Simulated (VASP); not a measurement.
Al2Cu (Khatyrkite): single point with PBEsol

The system is Al2Cu (Khatyrkite).

```
Cu Al
1.0
    -3.09417    3.09417    2.43850
     3.09417   -3.09417    2.43850
     2.97283    2.97283   -2.43850
Cu Al
2 4
Direct
  0.25000 0.25000 0.00000
  0.75000 0.75000 0.00000
  0.34190 0.15810 0.50000
  0.84190 0.34190 0.18380
  0.65810 0.84190 0.50000
  0.15810 0.65810 0.81620
```

| Property | Result |
| --- | --- |
| Program | VASP 6.6.1 |
| Task | single point |
| Functional | PBEsol |
| Potentials or basis | VASP PAW PBE potentials, release 64 (Cu, Al) |
| Cutoff | 520 eV |
| k mesh | 6 × 6 × 6 |
| Occupations | fermi-dirac, width 0.05 eV |
| Spin | no spin polarisation |

- Pressure: -3.2 GPa
- Largest force: 0.242 eV/Å
- Band gap on the k mesh: zero (band 17 reaches 10.31 eV, above the bottom of band 18 at 6.37 eV)

Forces in eV/Å, atoms in the order of the input:
```
Cu   0.000  0.000  0.000
Cu   0.000  0.000  0.000
Al  -0.024  0.024  0.000
Al  -0.171 -0.171  0.000
Al   0.024 -0.024  0.000
Al   0.171  0.171  0.000
```

Stress tensor (GPa, compression positive):
```
-3.93  3.44  0.00
 3.44 -3.93  0.00
 0.00  0.00 -1.71
```

Levels at points of the mesh, in eV from the Fermi level:
```tsv
k point	band 14	band 15	band 16	band 17	band 18	band 19	band 20	band 21
(0.00, 0.00, 0.00)	-1.95	-1.27	-1.10	-1.09	-0.74	-0.26	0.12	1.41
(0.50, 0.00, 0.00)	-3.00	-2.51	-2.49	0.28	0.31	3.72	3.88	4.47
(0.50, 0.50, 0.00)	-2.63	-1.17	-1.11	-0.69	-0.59	0.99	1.62	4.47
(0.00, 0.00, 0.50)	-2.77	-1.55	-1.37	-1.08	-0.60	0.68	0.97	4.92
(0.50, 0.50, 0.50)	-3.15	-3.12	-1.75	2.54	2.74	3.30	3.36	4.14
```

It took 2.3 min on 1 thread of Intel Xeon 6975P-C (shared host), peak memory 0.28 GiB.

Caveat: the PAW data sets were made with another functional, which shifts forces and pressure a little.
